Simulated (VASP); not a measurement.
# Au (I4_1/amd) in VASP: notebook, part 2 of 2

VASP 6.6.1. The steps go on from the part before.

## Step 4: Single point, PBE

This run uses another cell than the first one, of 11.60 Å³/atom, 1.038 times its volume.

Input file INCAR:

```
PREC = Accurate
ENCUT = 520
EDIFF = 1E-7
ISMEAR = -1
SIGMA = 0.1
LREAL = False
LASPH = True
NELM = 80
ALGO = Normal
ISIF = 2
LWAVE = False
LCHARG = False
GGA = PE
NBANDS = 18
```

Input file KPOINTS:

```
Automatic mesh
0
Gamma
  18 18 18
```

Input file POSCAR:

```
Au
1.0
   -2.2264667146      2.2264667146      1.1699714814
    2.2264667146     -2.2264667146      1.1699714814
    2.2264667146      2.2264667146     -1.1699714814
Au
2
Direct
   -0.3750000000     -0.1250000000     -0.2500000000
    0.3750000000      0.1250000000      0.2500000000
```

Potentials or basis: VASP PAW PBE potentials, release 64 (Au).

Command:

```console
$ cat potpaw_PBE.64/Au/POTCAR > POTCAR
$ mpirun -np 1 vasp_std > vasp.out
```

OUTCAR:

```text
PREC = Accurate
   ENCUT = 520
   EDIFF = 1E-7
   ISMEAR = -1
   LREAL = False
   LASPH = True
   NELM = 80
   ISIF = 2
   GGA = PE

 ion  position               nearest neighbor table
   1  0.625  0.875  0.750-   2 2.30   2 2.30   2 2.30   2 2.30   2 2.83   2 2.83   2 2.83   2 2.83

   2  0.375  0.125  0.250-   1 2.30   1 2.30   1 2.30   1 2.30   1 2.83   1 2.83   1 2.83   1 2.83

  LATTYP: Found a body centered tetragonal cell.
 ALAT       =     4.4529334292
 C/A-ratio  =     0.5254834818

  Lattice vectors:

[... 193 lines left out ...]
      5       7.6827      2.00000
      6      13.1855      2.00000
[... 481 lines left out ...]
      5       8.6959      2.00000
      6      10.5837      2.00000
[... 10 lines left out ...]
     17      35.0992      0.00000
     18      36.0097      0.00000

 [... further k-points ...]
[... 5 lines left out ...]
  --------------------------------------------------------------------------------------
  -------------------------------------------------------------------------------------
  Total       39.0467446     39.0467446     39.1160811      0.0000000      0.0000000     -0.0000000
  in kB     2696.6695634   2696.6695634   2701.4581215      0.0000000      0.0000000     -0.0000000
  external PRESSURE =    2698.2657495 kB  Pullay stress =       0.0000000 kB

 VOLUME and BASIS-vectors are now :
 -----------------------------------------------------------------------------
  energy-cutoff  :      520.00
  volume of cell :       23.20
      direct lattice vectors                 reciprocal lattice vectors
    -2.226466715  2.226466715  1.169971481     0.000000000  0.224571064  0.427360844
     2.226466715 -2.226466715  1.169971481     0.224571064  0.000000000  0.427360844
     2.226466715  2.226466715 -1.169971481     0.224571064  0.224571064  0.000000000

 POSITION                                       TOTAL-FORCE (eV/Angst)
 -----------------------------------------------------------------------------------
      2.22647      1.11323      0.87748         0.000000     -0.000000     -0.000000
      0.00000      1.11323      0.29249        -0.000000      0.000000      0.000000
 -----------------------------------------------------------------------------------
    total drift:                                0.000000      0.000000     -0.000000

  FREE ENERGIE OF THE ION-ELECTRON SYSTEM (eV)
  ---------------------------------------------------
  free  energy   TOTEN  =         1.6514340728 eV

  energy  without entropy=        1.6644788948  energy(sigma->0) =        1.65795648
```

OSZICAR:

```text
N       E                     dE             d eps       ncg     rms          rms(c)
DAV:   1     0.139607568150E+03    0.13961E+03   -0.12181E+04 17288   0.125E+03
DAV:   2     0.346334452240E+01   -0.13614E+03   -0.13173E+03 18544   0.294E+02
DAV:   3     0.110301166012E+01   -0.23603E+01   -0.23528E+01 21028   0.392E+01
DAV:   4     0.109410726274E+01   -0.89044E-02   -0.89036E-02 19510   0.244E+00
DAV:   5     0.109404649223E+01   -0.60771E-04   -0.60769E-04 19852   0.204E-01    0.477E+01
DAV:   6     0.149063870273E+01    0.39659E+00   -0.24954E-01 18452   0.482E+00    0.286E+01
DAV:   7     0.164486639875E+01    0.15423E+00   -0.16474E-01 18466   0.395E+00    0.141E+00
DAV:   8     0.165148844266E+01    0.66220E-02   -0.25189E-02 18718   0.148E+00    0.169E-01
DAV:   9     0.165144666158E+01   -0.41781E-04   -0.10965E-04 20470   0.873E-02    0.369E-02
DAV:  10     0.165143409836E+01   -0.12563E-04   -0.58354E-06 19934   0.210E-02    0.290E-03
DAV:  11     0.165143407282E+01   -0.25545E-07   -0.51792E-07 19286   0.604E-03
   1 F= 0.16514341E+01 E0= 0.16579565E+01  d E =-.130448E-01
```

stdout:

```text
POSCAR found type information on POSCAR Au
 POSCAR found :  1 types and       2 ions
 scaLAPACK will be used
 LDA part: xc-table for (Slater+PW92), standard interpolation
 POSCAR, INCAR and KPOINTS ok, starting setup
 FFT: planning ... GRIDC
 FFT: planning ... GRID_SOFT
 FFT: planning ... GRID
 WAVECAR not read
 entering main loop
```

Wall time 5.7 min (1 thread of AMD EPYC 7R13, shared host); peak memory 0.26 GiB.

Results:

| Quantity | Value |
| --- | --- |
| Free energy | 1.6514 eV |
| Pressure | 269.8 GPa |
| Band gap on the k mesh | zero (band 11 reaches 21.78 eV, above the bottom of band 12 at 13.78 eV) |

Levels at points of the mesh, in eV from the Fermi level:
```
           k point  band 8  band 9  band 10  band 11  band 12  band 13  band 14  band 15
(0.00, 0.00, 0.00)   -4.24   -4.24    -1.79     0.09     3.68     3.68    14.36    15.78
(0.50, 0.00, 0.00)   -4.24   -2.87    -2.62     1.49     5.47     6.64     7.54    12.85
(0.50, 0.50, 0.00)   -5.57   -3.18    -3.18    -2.85    -2.85    12.01    12.01    14.14
(0.50, 0.50, 0.50)   -4.07   -3.82    -3.82    -3.69    -3.69     5.04     5.04    18.30
```

Caveat: spin-orbit coupling is left out, which moves the levels of the heavy elements.

## Step 5: Single point, PBE

This run uses another cell than the first one, of 11.60 Å³/atom, 1.038 times its volume.

Input file INCAR:

```
SYSTEM = Au
  ALGO = Normal
  EDIFF = 1E-7
  ENCUT = 520
  GGA = PE
  ISIF = 2
  ISMEAR = -1
  LASPH = .True.
  LCHARG = .True.
  LELF = .True.
  LREAL = .False.
  LVHAR = .True.
  LWAVE = .False.
  NBANDS = 18
  NELM = 80
  PREC = Accurate
  SIGMA = 0.1
```

Input file KPOINTS:

```
k-points
0
Gamma
  18 18 18
  0 0 0
```

POSCAR is that of step 4.

Command:

```console
$ cat potpaw_PBE.64/Au/POTCAR > POTCAR
$ mpirun -np 1 vasp_std > vasp.out
```

Run time: 6.9 min. Hardware: 1 thread of AMD EPYC 7R13, shared host; peak memory 0.26 GiB.

Results (log left out):

- Free energy: 1.6514 eV
- Pressure: 269.8 GPa
- Band gap on the k mesh: zero (band 11 reaches 21.78 eV, above the bottom of band 12 at 13.78 eV)

Stress tensor (GPa, compression positive):
```
269.67   0.00   0.00
  0.00 269.67   0.00
  0.00   0.00 270.15
```

Levels at points of the mesh, in eV from the Fermi level:
```csv
k point,band 8,band 9,band 10,band 11,band 12,band 13,band 14,band 15
"(0.00, 0.00, 0.00)",-4.24,-4.24,-1.79,0.09,3.68,3.68,14.36,15.78
"(0.50, 0.00, 0.00)",-4.24,-2.87,-2.62,1.49,5.47,6.64,7.54,12.85
"(0.50, 0.50, 0.00)",-5.57,-3.18,-3.18,-2.85,-2.85,12.01,12.01,14.14
"(0.50, 0.50, 0.50)",-4.07,-3.82,-3.82,-3.69,-3.69,5.04,5.04,18.30
```

Caveat: spin-orbit coupling is left out, which moves the levels of the heavy elements.

## Step 6: Overview

```tsv
task	cell	cutoff (eV)	gap on the mesh (eV)	pressure (GPa)
relaxation of cell and atoms	relaxed to 270 GPa from a = 3.286 Å, angles 97.5, 97.5, 137.5°, 2 atoms	600	none	270.0
relaxation of cell and atoms	relaxed to 270 GPa from a = 3.359 Å, angles 97.0, 97.0, 139.2°, 2 atoms	600	none	270.0
single point	a = 3.359 Å, angles 97.0, 97.0, 139.2°, 2 atoms	520	none	269.8
```

Alike in all rows: level PBE; potentials or basis VASP PAW PBE potentials, release 64 (Au); no spin polarisation; k mesh 18 × 18 × 18; smearing fermi-dirac 0.1 eV.

Caveats: spin-orbit coupling is left out, which moves the levels of the heavy elements; the cell is relaxed towards a set pressure, so the enthalpy falls and the energy may rise (some runs).

Absolute energies hang on the potentials; compare differences alone.
